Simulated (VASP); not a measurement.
Runs of VASP 6.6.1 on Cu. The structure is that of space group I4/mmm (No. 139), or close to it. The cells are those of the table. 

| level | potentials or basis | cell | k mesh | cutoff (eV) | smearing | grid for exact exchange (PRECFOCK) | share of exact exchange | gap on the mesh (eV) | pressure (GPa) |
| --- | --- | --- | --- | --- | --- | --- | --- | --- | --- |
| LDA | VASP PAW LDA potentials, release 64 (Cu) | a = 2.433, b = 2.458, c = 2.468 Å, angles 113.5, 106.9, 107.1°, 1 atom | 13 × 13 × 13 | 520 | methfessel-paxton 0.2 eV | - | - | none | -6.7 |
| HF | VASP PAW PBE potentials, release 64 (Cu) | a = 2.740 Å, angles 106.7, 106.7, 115.1°, 1 atom | 7 × 7 × 7 | 520 | fermi-dirac 0.05 eV | Normal | 1 | none | -1.0 |
| PBEsol | VASP PAW PBE potentials, release 64 (Cu) | a = 2.466 Å, angles 106.7, 106.7, 115.2°, 1 atom | 13 × 13 × 13 | 600 | fermi-dirac 0.05 eV | - | - | none | -0.2 |
| PBEsol | VASP PAW PBE potentials, release 64 (Cu) | a = 2.463 Å, angles 107.4, 107.4, 113.6°, 1 atom | 13 × 13 × 13 | 600 | fermi-dirac 0.05 eV | - | - | none | (a) |

Alike in all rows: task single point; no spin polarisation.

Estimate the missing entries.

(a) -0.4.

Caveats: some runs use coarse meshes; the PAW data sets were made with another functional, which shifts forces and pressure a little (at least some runs); the cell stands under tension (at least some runs).

A gap of «none» marks levels without a gap at the run's occupations.
